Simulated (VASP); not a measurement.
# Te (P3_121) in VASP: further runs, part 2 of 2

VASP 6.6.1. Earlier steps stand in the parts before.

### 3 Single point, r2SCAN

This run uses another cell than the first one, of 35.28 Å³/atom, 1.020 times its volume.

POSCAR

```
Te
1.0
    4.5126119846      0.0000000000      0.0000000000
   -2.2563059923      3.9080366161      0.0000000000
    0.0000000000      0.0000000000      6.0019563082
Te
3
Direct
    0.7310000000      0.7310000000      0.0000000000
    0.0000000000      0.2690000000      0.6666666667
    0.2690000000      0.0000000000      0.3333333333
```

INCAR.step1

```
SYSTEM = Te
PREC = Accurate ; ENCUT = 520
ISMEAR = -1 ; SIGMA = 0.05
LREAL = .FALSE. ; LASPH = .TRUE.
NELM = 60 ; NBANDS = 16
GGA = PE ; ALGO = Normal
EDIFF = 1E-4 ; LWAVE = .TRUE.
LCHARG = .FALSE.
```

INCAR.step2

```
SYSTEM = Te
PREC = Accurate ; ENCUT = 520
EDIFF = 1E-7 ; ISMEAR = -1
SIGMA = 0.05 ; LREAL = .FALSE.
LASPH = .TRUE. ; NELM = 60
ALGO = Normal ; ISIF = 2
LWAVE = .FALSE. ; LCHARG = .FALSE.
METAGGA = R2SCAN ; LMIXTAU = .TRUE.
NBANDS = 16 ; ISTART = 1
```

KPOINTS

```
regular mesh
0
G
  7 7 5
  0 0 0
```

Potentials or basis: VASP PAW PBE potentials, release 64 (Te).

Run with:

```
$ cat potpaw_PBE.64/Te/POTCAR > POTCAR
$ cp INCAR.step1 INCAR
$ mpirun -np 1 vasp_std > vasp.out
$ cp INCAR.step2 INCAR
$ mpirun -np 1 vasp_std > vasp.out
```

OUTCAR:

```text
SYSTEM = Te
   PREC = Accurate
   ENCUT = 520
   EDIFF = 1E-7
   ISMEAR = -1
   LREAL = .FALSE.
   LASPH = .TRUE.
   NELM = 60
   ISIF = 2
   METAGGA = R2SCAN
   ISTART = 1

 ion  position               nearest neighbor table
   1  0.731  0.731  0.000-   3 2.90   2 2.90   3 3.51   2 3.51   2 3.51   3 3.51
   2  0.000  0.269  0.667-   1 2.90   3 2.90   1 3.51   1 3.51   3 3.51   3 3.51
   3  0.269  0.000  0.333-   1 2.90   2 2.90   1 3.51   1 3.51   2 3.51   2 3.51

  LATTYP: Found a hexagonal cell.
 ALAT       =     4.5126119846
 C/A-ratio  =     1.3300404131

  Lattice vectors:

[... 633 lines left out ...]
      6       2.0370      2.00000
[... 8 lines left out ...]
     15      11.7994      0.00000
     16      12.4650      0.00000

 [... further k-points ...]
[... 5 lines left out ...]
  --------------------------------------------------------------------------------------
  -------------------------------------------------------------------------------------
  Total       -0.4811559     -0.4811559     -0.9625385     -0.0000000      0.0000000      0.0000000
  in kB       -7.2831109     -7.2831109    -14.5696541     -0.0000000      0.0000000      0.0000000
  external PRESSURE =      -9.7119586 kB  Pullay stress =       0.0000000 kB

 VOLUME and BASIS-vectors are now :
 -----------------------------------------------------------------------------
  energy-cutoff  :      520.00
  volume of cell :      105.85
      direct lattice vectors                 reciprocal lattice vectors
     4.512611985  0.000000000  0.000000000     0.221601149  0.127941483  0.000000000
    -2.256305992  3.908036616  0.000000000     0.000000000  0.255882966  0.000000000
     0.000000000  0.000000000  6.001956308     0.000000000  0.000000000  0.166612342

 POSITION                                       TOTAL-FORCE (eV/Angst)
 -----------------------------------------------------------------------------------
      1.64936      2.85677      0.00000         0.131289      0.227399      0.000000
     -0.60695      1.05126      4.00130         0.131289     -0.227399      0.000000
      1.21389      0.00000      2.00065        -0.262578      0.000000      0.000000
 -----------------------------------------------------------------------------------
    total drift:                                0.000000     -0.000000      0.000000

  FREE ENERGIE OF THE ION-ELECTRON SYSTEM (eV)
  ---------------------------------------------------
  free  energy   TOTEN  =       -76.2221138147 eV

  energy  without entropy=      -76.2220851269  energy(sigma->0) =      -76.22209947
```

OUTCAR.step1:

```text
SYSTEM = Te
   PREC = Accurate
   ENCUT = 520
   ISMEAR = -1
   LREAL = .FALSE.
   LASPH = .TRUE.
   NELM = 60
[... 682 lines left out ...]
      1.64936      2.85677      0.00000         0.021159      0.036649      0.000000
     -0.60695      1.05126      4.00130         0.021159     -0.036649     -0.000000
      1.21389      0.00000      2.00065        -0.042318      0.000000      0.000000
 -----------------------------------------------------------------------------------
    total drift:                                0.000000     -0.000000      0.000000

  FREE ENERGIE OF THE ION-ELECTRON SYSTEM (eV)
  ---------------------------------------------------
  free  energy   TOTEN  =        -9.4295477355 eV

  energy  without entropy=       -9.4294531931  energy(sigma->0) =       -9.42950046
```

Wall time 2.9 min (1 thread of Intel Xeon Platinum 8488C (Sapphire Rapids), shared host); peak memory 0.26 GiB.

What came out:

```yaml
Free_energy: -76.2221 eV
Pressure: -1.0 GPa
Largest_force: 0.263 eV/Å
Band_gap_on_the_k_mesh: 0.78 eV, indirect (least direct gap 0.90 eV)
```

Forces in eV/Å, atoms in the order of the input:
```
Te   0.131  0.227  0.000
Te   0.131 -0.227  0.000
Te  -0.263  0.000  0.000
```

Levels at points of the mesh, in eV from the valence-band top:
```csv
k point,band 7,band 8,band 9,band 10,band 11,band 12
"(0.00, 0.00, 0.00)",-1.48,-1.48,-0.69,1.25,1.25,1.89
```

Caveat: the PAW data sets were made with another functional, which shifts forces and pressure a little; spin-orbit coupling is left out, which moves the levels of the heavy elements. A k mesh can miss the band edges.

### 4 Single point, r2SCAN

This run uses another cell than the first one, of 35.96 Å³/atom, 1.039 times its volume.

POSCAR

```
Te
1.0
    4.5413555111      0.0000000000      0.0000000000
   -2.2706777555      3.9329292402      0.0000000000
    0.0000000000      0.0000000000      6.0401863600
Te
3
Direct
    0.7310000000      0.7310000000      0.0000000000
    0.0000000000      0.2690000000      0.6666666667
    0.2690000000      0.0000000000      0.3333333333
```

INCAR.step1

```
SYSTEM = Te
PREC     = Accurate       ! precision mode
ENCUT    = 520            ! plane-wave cutoff, eV
ISMEAR   = -1             ! smearing method
SIGMA    = 0.05           ! smearing width, eV
LREAL    = .False.        ! projectors in reciprocal space
LASPH    = .True.         ! aspherical terms in the spheres
NELM     = 80             ! most SCF steps
NBANDS   = 16             ! bands
GGA      = PE             ! functional
ALGO     = Normal         ! electronic algorithm
EDIFF    = 1E-4           ! SCF threshold, eV
LWAVE    = .True.         ! write WAVECAR
LCHARG   = .False.        ! write CHGCAR
```

INCAR.step2

```
SYSTEM = Te
PREC     = Accurate       ! precision mode
ENCUT    = 520            ! plane-wave cutoff, eV
EDIFF    = 1E-7           ! SCF threshold, eV
ISMEAR   = -1             ! smearing method
SIGMA    = 0.05           ! smearing width, eV
LREAL    = .False.        ! projectors in reciprocal space
LASPH    = .True.         ! aspherical terms in the spheres
NELM     = 80             ! most SCF steps
ALGO     = Normal         ! electronic algorithm
ISIF     = 2              ! what is computed and relaxed
LWAVE    = .False.        ! write WAVECAR
LCHARG   = .False.        ! write CHGCAR
METAGGA  = R2SCAN         ! meta-GGA
LMIXTAU  = .True.       
NBANDS   = 16             ! bands
ISTART   = 1
```

KPOINTS

```
Automatic mesh
0
Gamma
  7 7 5
  0 0 0
```

Potentials or basis: VASP PAW PBE potentials, release 64 (Te).

Run with:

```
$ cat potpaw_PBE.64/Te/POTCAR > POTCAR
$ cp INCAR.step1 INCAR
$ mpirun -np 1 vasp_std > vasp.out
$ cp INCAR.step2 INCAR
$ mpirun -np 1 vasp_std > vasp.out
```

OUTCAR:

```text
SYSTEM = Te
   PREC = Accurate
   ENCUT = 520
   EDIFF = 1E-7
   ISMEAR = -1
   LREAL = .False.
   LASPH = .True.
   NELM = 80
   ISIF = 2
   METAGGA = R2SCAN
   ISTART = 1

 ion  position               nearest neighbor table
   1  0.731  0.731  0.000-   2 2.92   3 2.92   2 3.54   3 3.54   3 3.54   2 3.54
   2  0.000  0.269  0.667-   1 2.92   3 2.92   1 3.54   1 3.54   3 3.54   3 3.54
   3  0.269  0.000  0.333-   1 2.92   2 2.92   1 3.54   1 3.54   2 3.54   2 3.54

  LATTYP: Found a hexagonal cell.
 ALAT       =     4.5413555111
 C/A-ratio  =     1.3300404131

  Lattice vectors:

 A1 = (   4.5413555111,   0.0000000000,   0.0000000000)
 A2 = (  -2.2706777555,   3.9329292402,   0.0000000000)
 A3 = (   0.0000000000,   0.0000000000,   6.0401863600)

Analysis of symmetry for initial positions (statically):
=====================================================================
 Subroutine PRICEL returns:
 Original cell was already a primitive cell.

 Routine SETGRP: Setting up the symmetry group for a
 hexagonal supercell.

 Subroutine GETGRP returns: Found  6 space group operations
 (whereof  2 operations were pure point group operations)
 out of a pool of 24 trial point group operations.

The static configuration has the point symmetry C_2 .
[... 162 lines left out ...]

  energy without entropy =      -76.20471835  energy(sigma->0) =      -76.20473303

 E-fermi :   5.3145     XC(G=0):  -9.2403

 val. band max:        4.9018158096   @ k =   0.2857   0.2857   0.4000
 cond. band min:       5.6925963942   @ k =   0.0000   0.0000   0.4000
 fundamental gap:      0.7907805846
 Fermi energy:         5.3145126637

 k-point     1 :       0.0000    0.0000    0.0000
  band No.  band energies     occupation
      1      -8.6536      2.00000
      2      -5.4215      2.00000
      3      -5.4215      2.00000
      4       2.0754      2.00000
      5       2.3254      2.00000
      6       2.3254      2.00000
[... 433 lines left out ...]
      3      -4.4569      2.00000
      4       0.6597      2.00000
      5       1.6731      2.00000
      6       1.8705      2.00000
[... 8 lines left out ...]
     15      11.5873      0.00000
     16      12.2475      0.00000

 [... further k-points ...]
[... 5 lines left out ...]
  --------------------------------------------------------------------------------------
  -------------------------------------------------------------------------------------
  Total       -0.9519757     -0.9519757     -1.6689862     -0.0000000      0.0000000      0.0000000
  in kB      -14.1378861    -14.1378861    -24.7862797     -0.0000000      0.0000000      0.0000000
  external PRESSURE =     -17.6873506 kB  Pullay stress =       0.0000000 kB

 VOLUME and BASIS-vectors are now :
 -----------------------------------------------------------------------------
  energy-cutoff  :      520.00
  volume of cell :      107.88
      direct lattice vectors                 reciprocal lattice vectors
     4.541355511  0.000000000  0.000000000     0.220198572  0.127131705  0.000000000
    -2.270677755  3.932929240  0.000000000     0.000000000  0.254263410  0.000000000
     0.000000000  0.000000000  6.040186360     0.000000000  0.000000000  0.165557806

 POSITION                                       TOTAL-FORCE (eV/Angst)
 -----------------------------------------------------------------------------------
      1.65987      2.87497      0.00000         0.176300      0.305361      0.000000
     -0.61081      1.05796      4.02679         0.176300     -0.305361      0.000000
      1.22162      0.00000      2.01340        -0.352600     -0.000000      0.000000
 -----------------------------------------------------------------------------------
    total drift:                               -0.000000     -0.000000      0.000000

  FREE ENERGIE OF THE ION-ELECTRON SYSTEM (eV)
  ---------------------------------------------------
  free  energy   TOTEN  =       -76.2047477093 eV

  energy  without entropy=      -76.2047183536  energy(sigma->0) =      -76.20473303
```

Run time: 2.9 min. Hardware: 1 thread of Intel Xeon Platinum 8488C (Sapphire Rapids), shared host; peak memory 0.26 GiB.

Results:

```
Free energy            : -76.2047 eV
Pressure               : -1.8 GPa
Largest force          : 0.353 eV/Å
Band gap on the k mesh : 0.79 eV, indirect (least direct gap 0.89 eV)
```

Forces on the atoms (eV/Å):
```
Te   0.176  0.305  0.000
Te   0.176 -0.305  0.000
Te  -0.353  0.000  0.000
```

Stress tensor (GPa, compression positive):
```
-1.41  0.00  0.00
 0.00 -1.41  0.00
 0.00  0.00 -2.48
```

Caveat: the PAW data sets were made with another functional, which shifts forces and pressure a little; spin-orbit coupling is left out, which moves the levels of the heavy elements.

### 5 The runs side by side

```csv
cell,gap on the mesh (eV),pressure (GPa),largest force (eV/Å)
"a = 4.483, b = 4.483, c = 5.963 Å, angles 90.0, 90.0, 120.0°, 3 atoms",0.77,-0.1,0.17
"a = 4.513, b = 4.513, c = 6.002 Å, angles 90.0, 90.0, 120.0°, 3 atoms",0.78,-1.0,0.26
"a = 4.541, b = 4.541, c = 6.040 Å, angles 90.0, 90.0, 120.0°, 3 atoms",0.79,-1.8,0.35
```

Alike in all rows: task single point; level r2SCAN; potentials or basis VASP PAW PBE potentials, release 64 (Te); no spin polarisation; k mesh 7 × 7 × 5; cutoff (eV) 520; smearing fermi-dirac 0.05 eV.

Caveats: the PAW data sets were made with another functional, which shifts forces and pressure a little; spin-orbit coupling is left out, which moves the levels of the heavy elements.

Absolute energies hang on the potentials; compare differences alone.
